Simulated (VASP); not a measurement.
# NbAs (wurtzite type) (P6_3mc) in VASP: single point with PBE

Aim: the single point of NbAs (wurtzite type) with PBE.

Everything below comes from runs of VASP 6.6.1. Logs are shortened: lines on timing, memory, paths and dates and some standing lists are left out, and cuts for length are marked.

### 1 The cell of the first run

The structure is hexagonal, space group P6_3mc (No. 186). The conventional cell has a = 2.903 Å, b = 2.903 Å, c = 9.191 Å, α = 90.00°, β = 90.00°, γ = 120.00°. Nb (site symmetry 3m) has 4 As at 2.54 to 2.65 Å and 6 Nb at 2.90 Å within 3.4 Å. As (site symmetry 3m) has 4 Nb at 2.54 to 2.65 Å and 6 As at 2.90 Å within 3.4 Å.

### 2 Single point, PBE

INCAR

```
  PREC = Accurate
  ENCUT = 520
  EDIFF = 1E-6
  ISMEAR = -1
  SIGMA = 0.05
  LREAL = F
  LASPH = T
  NELM = 80
  ALGO = Normal
  ISIF = 2
  LWAVE = F
  LCHARG = F
  GGA = PE
  NBANDS = 26
```

KPOINTS

```
Automatic mesh
0
Gamma
  9 9 5
```

POSCAR

```
NbAs
1.0
    2.9025152165      0.0000000000      0.0000000000
   -1.4512576083      2.5136519124      0.0000000000
    0.0000000000      0.0000000000      9.1906636775
Nb As
2 2
Direct
    0.3333333333      0.6666666667      0.0497374143
    0.6666666667      0.3333333333      0.5497374143
    0.3333333333      0.6666666667      0.3262625857
    0.6666666667      0.3333333333      0.8262625857
```

Potentials or basis: VASP PAW PBE potentials, release 64 (Nb_sv, As).

Run with:

```
cat potpaw_PBE.64/Nb_sv/POTCAR potpaw_PBE.64/As/POTCAR > POTCAR
mpirun -np 1 vasp_std > vasp.out
```

OUTCAR:

```text
PREC = Accurate
   ENCUT = 520
   EDIFF = 1E-6
   ISMEAR = -1
   LREAL = F
   LASPH = T
   NELM = 80
   ISIF = 2
   GGA = PE

 ion  position               nearest neighbor table
   1  0.333  0.667  0.050-   3 2.54   4 2.65   4 2.65   4 2.65
   2  0.667  0.333  0.550-   4 2.54   3 2.65   3 2.65   3 2.65
   3  0.333  0.667  0.326-   1 2.54   2 2.65   2 2.65   2 2.65
   4  0.667  0.333  0.826-   2 2.54   1 2.65   1 2.65   1 2.65

  LATTYP: Found a hexagonal cell.
 ALAT       =     2.9025152165
 C/A-ratio  =     3.1664480604

  Lattice vectors:

 A1 = (   2.9025152165,   0.0000000000,   0.0000000000)
 A2 = (  -1.4512576083,   2.5136519124,   0.0000000000)
 A3 = (   0.0000000000,   0.0000000000,   9.1906636775)

Analysis of symmetry for initial positions (statically):
=====================================================================
 Subroutine PRICEL returns:
 Original cell was already a primitive cell.

 Routine SETGRP: Setting up the symmetry group for a
 hexagonal supercell.

 Subroutine GETGRP returns: Found 12 space group operations
 (whereof  6 operations were pure point group operations)
 out of a pool of 24 trial point group operations.

The static configuration has the point symmetry C_3v.
 The point group associated with its full space group is C_6v.

Analysis of symmetry for dynamics (positions and initial velocities):
=====================================================================
 Subroutine PRICEL returns:
 Original cell was already a primitive cell.

 Routine SETGRP: Setting up the symmetry group for a
 hexagonal supercell.

 Subroutine GETGRP returns: Found 12 space group operations
 (whereof  6 operations were pure point group operations)
 out of a pool of 24 trial point group operations.

The dynamic configuration has the point symmetry C_3v.
 The point group associated with its full space group is C_6v.

 Subroutine INISYM returns: Found 12 space group operations
 (whereof  6 operations are pure point group operations),
 and found     1 'primitive' translations

----------------------------------------------------------------------------------------

                                     Primitive cell

  volume of cell :      67.0543

  direct lattice vectors                    reciprocal lattice vectors
     2.902515216  0.000000000  0.000000000     0.344528771  0.198913779  0.000000000
    -1.451257608  2.513651912  0.000000000     0.000000000  0.397827557  0.000000000
     0.000000000  0.000000000  9.190663677     0.000000000  0.000000000  0.108806070

  length of vectors
     2.902515216  2.902515217  9.190663677     0.397827557  0.397827557  0.108806070

  position of ions in fractional coordinates (direct lattice)
     0.333333333  0.666666667  0.049737414
     0.666666667  0.333333333  0.549737414
     0.333333333  0.666666667  0.326262586
     0.666666667  0.333333333  0.826262586

  ion indices of the primitive-cell ions
   primitive index   ion index
                 1           1
                 2           2
                 3           3
                 4           4

----------------------------------------------------------------------------------------

 KPOINTS: Automatic mesh

Automatic generation of k-mesh.
 Grid dimensions read from file:
 generate k-points for:    9    9    5

 Generating k-lattice:

  Cartesian coordinates                     Fractional coordinates (reciprocal lattice)
     0.038280975  0.022101531  0.000000000     0.111111111 -0.000000000  0.000000000
     0.000000000  0.044203062  0.000000000     0.000000000  0.111111111  0.000000000
     0.000000000  0.000000000  0.021761214     0.000000000  0.000000000  0.200000000

  Length of vectors
     0.044203062  0.044203062  0.021761214

  Shift w.r.t. Gamma in fractional coordinates (k-lattice)
     0.000000000  0.000000000  0.000000000

 Subroutine IBZKPT returns following result:
 ===========================================

 Found     36 irreducible k-points:

 Following reciprocal coordinates:
            Coordinates               Weight
  0.000000  0.000000  0.000000      1.000000
  0.111111 -0.000000  0.000000      6.000000
  0.222222 -0.000000  0.000000      6.000000
  0.333333 -0.000000  0.000000      6.000000
  0.444444 -0.000000  0.000000      6.000000
  0.111111  0.111111  0.000000      6.000000
[... 16 lines left out ...]
  0.333333  0.222222  0.200000     24.000000
  0.333333  0.333333  0.200000      4.000000
 [... further k-points ...]
   k-points           NKPTS =     36   k-points in BZ     NKDIM =     36   number of bands    NBANDS=     26
   number of dos      NEDOS =    301   number of ions     NIONS =      4
   total plane-waves  NPLWV =  40320
   dimension x,y,z NGX =    24 NGY =   24 NGZ =   70
   dimension x,y,z NGXF=    48 NGYF=   48 NGZF=  140
   ions per type =               2   2
   NGX,Y,Z   is equivalent  to a cutoff of  13.75, 13.75, 12.66 a.u.
   NGXF,Y,Z  is equivalent  to a cutoff of  27.49, 27.49, 25.32 a.u.
 SYSTEM =  unknown system
   PREC   = accura    normal or accurate (medium, high low for compatibility)
   ISTART =      0    job   : 0-new  1-cont  2-samecut
   ICHARG =      2    charge: 1-file 2-atom 10-const
   ISPIN  =      1    spin polarized calculation?
   LNONCOLLINEAR =      F non collinear calculations
   LSORBIT =      F    spin-orbit coupling
   LASPH  =      T    aspherical Exc in radial PAW
   ENCUT  =  520.0 eV  38.22 Ry    6.18 a.u.   5.40  5.40 17.09*2*pi/ulx,y,z
   NELM   =     80;   NELMIN=  2; NELMDL= -5     # of ELM steps
   EDIFF  = 0.1E-05   stopping-criterion for ELM
   LREAL  =      F    real-space projection
   EDIFFG = 0.1E-04   stopping-criterion for IOM
   NSW    =      0    number of steps for IOM
   IBRION =     -1    ionic relax: 0-MD 1-quasi-New 2-CG
   NFREE  =      0    steps in history (QN), initial steepest desc. (CG)
   ISIF   =      2    stress and relaxation
   ISYM   =      2    0-nonsym 1-usesym 2-fastsym
   POTIM  = 0.5000    time-step for ionic-motion
   TEBEG  =    0.0;   TEEND  =   0.0 temperature during run
   PSTRESS=    0.0 pullay stress
   NELECT =      36.0000    total number of electrons
   NUPDOWN=      -1.0000    fix difference up-down
   EMIN   =  10.00;   EMAX   =-10.00  energy-range for DOS
   EFERMI =   0.00;   METHOD = LEGACY
   ISMEAR =    -1;   SIGMA  =   0.05  broadening in eV -4-tet -1-fermi 0-gaus
   EFERMI_NEDOS =   21; number of points for ismear=-14 and -15
   IALGO  =     38    algorithm
   IMIX   =      4    mixing-type and parameters
     AMIX     =   0.40;   BMIX     =  1.00
     AMIX_MAG =   1.60;   BMIX_MAG =  1.00
  volume/ion in A,a.u.               =      16.76       113.13
  Fermi-wavevector in a.u.,A,eV,Ry     =   1.330557  2.514388 24.087509  1.770382
  Thomas-Fermi vector in A             =   2.459635
   LORBIT       =      0    0 simple, 1 ext, 2 COOP (PROOUT), +10 PAW based schemes
   GGA     = PE    functional components
   LHFCALC =     F    Hartree Fock is set to
   AEXX    =    0.0000 exact exchange contribution
   IVDW    =     0    specifies the selected vdW correction
   LEPSILON=     F    determine dielectric tensor
   LRPA    =     F    only Hartree local field effects (RPA)
 non-spin polarized calculation
  energy-cutoff  :      520.00
  volume of cell :       67.05
 maximum number of plane-waves:      1847
 NGX is ok and might be reduce to    24
   NGX = 11   NGY = 11   NGZ = 35

 number of electron      36.0000003 magnetization

 Free energy of the ion-electron system (eV)
  ---------------------------------------------------
  ext. energy  EPLUGINS =         0.00000000
  ---------------------------------------------------
  free energy    TOTEN  =       -28.98682523 eV

  energy without entropy =      -28.94673250  energy(sigma->0) =      -28.96677887

 E-fermi :  10.2623     XC(G=0): -12.0526

 val. band max:       10.2545976192   @ k =   0.3333   0.1111   0.2000
 cond. band min:      10.2776031567   @ k =   0.4444  -0.0000   0.4000
 fundamental gap:      0.0230055375
 Fermi energy:        10.2623197114

 k-point     1 :       0.0000    0.0000    0.0000
  band No.  band energies     occupation
      1     -44.5062      2.00000
      2     -44.5061      2.00000
      3     -20.8321      2.00000
      4     -20.8043      2.00000
      5     -19.9287      2.00000
      6     -19.9287      2.00000
[... 18 lines left out ...]
     25      15.9209      0.00000
     26      16.2508      0.00000

 k-point     2 :       0.1111   -0.0000    0.0000
  band No.  band energies     occupation
      1     -44.4855      2.00000
      2     -44.4854      2.00000
      3     -20.8057      2.00000
      4     -20.7798      2.00000
      5     -20.0758      2.00000
      6     -20.0752      2.00000
[... 18 lines left out ...]
     25      15.4628      0.00000
     26      15.8351      0.00000

 k-point     3 :       0.2222   -0.0000    0.0000
  band No.  band energies     occupation
      1     -44.4325      2.00000
      2     -44.4324      2.00000
      3     -20.7386      2.00000
      4     -20.7178      2.00000
      5     -20.4370      2.00000
      6     -20.4362      2.00000
[... 18 lines left out ...]
     25      14.6258      0.00000
     26      14.6485      0.00000

 k-point     4 :       0.3333   -0.0000    0.0000
  band No.  band energies     occupation
      1     -44.3715      2.00000
      2     -44.3715      2.00000
      3     -20.8337      2.00000
      4     -20.8324      2.00000
      5     -20.6575      2.00000
      6     -20.6436      2.00000
[... 18 lines left out ...]
     25      14.3813      0.00000
     26      14.5335      0.00000
[... 496 lines left out ...]
      1     -44.3445      2.00000
      2     -44.3445      2.00000
      3     -20.8500      2.00000
      4     -20.8492      2.00000
      5     -20.6223      2.00000
      6     -20.6137      2.00000
[... 18 lines left out ...]
     25      14.9399      0.00000
     26      15.5759      0.00000

 k-point    23 :       0.3333    0.2222    0.2000
  band No.  band energies     occupation
      1     -44.3136      2.00000
      2     -44.3136      2.00000
      3     -20.9368      2.00000
      4     -20.9358      2.00000
      5     -20.5828      2.00000
      6     -20.5788      2.00000
[... 18 lines left out ...]
     25      15.4094      0.00000
     26      16.2832      0.00000

 k-point    24 :       0.3333    0.3333    0.2000
  band No.  band energies     occupation
      1     -44.3029      2.00000
      2     -44.3029      2.00000
      3     -20.7719      2.00000
      4     -20.7719      2.00000
      5     -20.7535      2.00000
      6     -20.7514      2.00000
[... 18 lines left out ...]
     25      15.8498      0.00000
     26      15.8498      0.00000

 [... further k-points ...]

------------------------ aborting loop because EDIFF is reached ----------------------------------------

  FORCE on cell =-STRESS in cart. coord.  units (eV):
  Direction    XX          YY          ZZ          XY          YZ          ZX
  --------------------------------------------------------------------------------------
  -------------------------------------------------------------------------------------
  Total        7.1052750      7.1052750      7.1336861     -0.0000000      0.0000000      0.0000000
  in kB      169.7715681    169.7715681    170.4504155     -0.0000000      0.0000000      0.0000000
  external PRESSURE =     169.9978505 kB  Pullay stress =       0.0000000 kB

 VOLUME and BASIS-vectors are now :
 -----------------------------------------------------------------------------
  energy-cutoff  :      520.00
  volume of cell :       67.05
      direct lattice vectors                 reciprocal lattice vectors
     2.902515216  0.000000000  0.000000000     0.344528771  0.198913779  0.000000000
    -1.451257608  2.513651912  0.000000000     0.000000000  0.397827557  0.000000000
     0.000000000  0.000000000  9.190663677     0.000000000  0.000000000  0.108806070

 POSITION                                       TOTAL-FORCE (eV/Angst)
 -----------------------------------------------------------------------------------
     -0.00000      1.67577      0.45712        -0.000000      0.000000      0.009550
      1.45126      0.83788      5.05245         0.000000     -0.000000      0.009550
     -0.00000      1.67577      2.99857         0.000000     -0.000000     -0.009550
      1.45126      0.83788      7.59390        -0.000000      0.000000     -0.009550
 -----------------------------------------------------------------------------------
    total drift:                               -0.000000      0.000000      0.000704

  FREE ENERGIE OF THE ION-ELECTRON SYSTEM (eV)
  ---------------------------------------------------
  free  energy   TOTEN  =       -28.9868252303 eV

  energy  without entropy=      -28.9467325023  energy(sigma->0) =      -28.96677887
```

Wall time 60 s (1 thread of Intel Xeon Platinum 8259CL at 2.50GHz (Skylake/Cascade Lake), shared host); peak memory 0.21 GiB.

Results:

| Quantity | Value |
| --- | --- |
| Free energy | -28.9868 eV |
| Pressure | 17.0 GPa |
| Largest force | 0.010 eV/Å |
| Band gap on the k mesh | zero (bands 18 and 19 overlap by 1.13 eV) |

Forces on the atoms (eV/Å):
```
Nb   0.000  0.000  0.010
Nb   0.000  0.000  0.010
As   0.000  0.000 -0.010
As   0.000  0.000 -0.010
```

Caveat: the cell stands under pressure.
